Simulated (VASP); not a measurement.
# Ti: single point with PBE

Ti:

```
CELL_PARAMETERS angstrom
-1.66972 1.64100 1.64100
1.66972 -1.64100 1.64100
1.66972 1.64100 -1.64100
ATOMIC_POSITIONS crystal
Ti 0.00000 0.00000 0.00000
```

This cell differs from its parent crystal: strain +0.0175 x Voigt [1, 0, 0, 0, 0, 0].

```json
{"Program": "VASP 6.6.1", "Task": "single point", "Functional": "PBE", "Potentials or basis": "VASP PAW PBE potentials, release 64 (Ti_sv)", "Cutoff": "520 eV", "k mesh": "20 × 20 × 20", "Occupations": "gaussian, width 0.15 eV", "Spin": "no spin polarisation", "Dipole correction": "no", "Further INCAR settings": "ALGO = Fast; EDIFF = 1e-06; NBANDS = 12"}
```

The pressure is -4.3 GPa and the band gap on the k mesh is zero (band 6 reaches 8.66 eV, above the bottom of band 7 at 7.11 eV).

Stress tensor (GPa, compression positive):
```
-3.97  0.00  0.00
 0.00 -4.41  0.00
 0.00  0.00 -4.41
```

Levels at points of the mesh, in eV from the Fermi level:
```tsv
k point	band 4	band 5	band 6	band 7	band 8	band 9
(0.00, 0.00, 0.00)	-32.50	-5.88	0.92	0.92	1.03	2.57
(0.50, 0.00, 0.00)	-32.51	-2.37	-0.46	1.11	2.71	2.99
(0.00, 0.50, 0.00)	-32.50	-2.37	-0.32	1.00	2.56	2.94
(0.50, 0.50, 0.50)	-32.91	-2.01	-1.97	3.72	3.75	3.75
```

Wall time 4.5 min on 1 thread of Intel Xeon 8259CL, on a shared host, peak memory 0.25 GiB.

Caveat: the cell differs from its parent crystal (strain +0.0175 x Voigt [1, 0, 0, 0, 0, 0]).
